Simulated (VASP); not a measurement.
The system is Na2S.

```
S Na
1.0
     0.00000    3.25543    3.25543
     3.25543    0.00000    3.25543
     3.25543    3.25543    0.00000
S Na
1 2
Direct
  0.00000 0.00000 0.00000
  0.25000 0.25000 0.25000
  0.75000 0.75000 0.75000
```

Program: VASP 6.6.1. Alike in all runs: task single point; no spin polarisation; cell as given; smearing gaussian 0.01 eV.

Question: Order these runs on this cell by their band gap on the k mesh, lowest first.
A. level PBE; potentials or basis VASP PAW PBE potentials, release 64 (S, Na_pv); k mesh 4 × 4 × 4; cutoff (eV) 500
B. level r2SCAN; potentials or basis VASP PAW PBE potentials, release 64 (S, Na_pv); k mesh 6 × 6 × 6; cutoff (eV) 550
C. level LDA; potentials or basis VASP PAW LDA potentials, release 64 (S, Na_pv); k mesh 6 × 6 × 6; cutoff (eV) 500

Answer: C (2.30 eV), A (2.53 eV), B (3.11 eV).
